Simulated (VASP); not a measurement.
A run of VASP 6.6.1:

Contents of INCAR:

```
PREC = Accurate
ENCUT = 750
EDIFF = 1E-6
ISMEAR = -1
SIGMA = 0.1
LREAL = False
LASPH = True
NELM = 120
ALGO = Normal
ISIF = 2
LWAVE = False
LCHARG = False
GGA = PS
NBANDS = 8
GGA_COMPAT = False
```

File KPOINTS:

```
Automatic mesh
0
Gamma
  10 10 10
```

POSCAR

```
Li
1.0
    0.0000000000      2.1604405904      2.1604405904
    2.1604405904      0.0000000000      2.1604405904
    2.1604405904      2.1604405904      0.0000000000
Li
1
Direct
    0.0000000000      0.0000000000      0.0000000000
```

Potentials or basis: VASP PAW PBE potentials, release 64 (Li_sv).

Run with:

```sh
$ cat potpaw_PBE.64/Li_sv/POTCAR > POTCAR
$ mpirun -np 1 vasp_std > vasp.out
```

Hardware: 1 thread of Intel(R) Xeon(R) 6975P-C (Granite Rapids), with other jobs on the host.

Question: Estimate the wall time of this run.

Answer: Run time: 4.1 s on 1 thread of Intel(R) Xeon(R) 6975P-C (Granite Rapids), on a shared host, peak memory 0.15 GiB. Counts: scf iterations 9, k points 47.
